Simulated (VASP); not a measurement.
Input of a VASP 6.6.1 run:

INCAR

```
SYSTEM = Mo
PREC = Accurate
ENCUT = 520
EDIFF = 1E-7
ISMEAR = -1
SIGMA = 0.08
LREAL = .False.
LASPH = .True.
NELM = 100
ALGO = Normal
ISIF = 2
LWAVE = .False.
LCHARG = .True.
GGA = PE
LELF = .True.
LVHAR = .True.
NBANDS = 13
```

Contents of KPOINTS:

```
regular mesh
0
Gamma
  17 17 17
  0 0 0
```

POSCAR

```
Mo
1.0
   -1.5538586500      1.5538586500      1.5538586500
    1.5538586500     -1.5538586500      1.5538586500
    1.5538586500      1.5538586500     -1.5538586500
Mo
1
Direct
    0.0000000000      0.0000000000      0.0000000000
```

Potentials or basis: VASP PAW PBE potentials, release 64 (Mo_sv).

Run with:

```sh
$ cat potpaw_PBE.64/Mo_sv/POTCAR > POTCAR
$ mpirun -np 1 vasp_std > vasp.out
```

Problem. What does it give for the band gap on the k mesh?

Solution. Zero (band 7 reaches 17.23 eV, above the bottom of band 8 at 11.81 eV).

Problem. Estimate the pressure.

Solution. 15.5 GPa.
